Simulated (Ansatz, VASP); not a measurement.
# TaW4: VASP beside Ansatz

```
Ta W
1.0
    -3.24034    3.24034    2.04937
     3.24034   -3.24034    2.04937
     3.24034    3.24034   -2.04937
Ta W
1 4
Cartesian
  0.0000 0.0000 0.0000
  1.9442 0.6481 2.0494
  1.2961 2.5923 0.0000
  -0.6481 1.9442 2.0494
  3.8884 1.2961 0.0000
```

Alike in both runs: task single point; functional PBE; k mesh 6 × 6 × 6; occupations gaussian, width 0.1 eV; no spin polarisation.

|  | VASP | Ansatz |
| --- | --- | --- |
| version | VASP 6.6.1 | Ansatz 0.2.0 |
| potentials or method | VASP PAW PBE potentials, release 64 (Ta_pv, W_sv), cutoff 520 eV | scalar-relativistic, plane waves, PAW |
| valence electrons in the cell | 67 | 69 |

```csv
,VASP,Ansatz,Ansatz less VASP
gap on the k mesh at the Fermi level (eV),none,none,-
pressure (GPa),-4.6,-4.9,-0.33
rms of the force components (eV/Å),0.122,0.124,+0.0019
```

Atom by atom the forces differ by 0.002 eV/Å (rms over components). A gap of «none» marks a metal or a gap that the smearing closes. VASP's potentials hold 67 valence electrons a cell and Ansatz's 69, so a difference there can come from the potentials and not from the codes.

Spin-orbit coupling is off throughout.
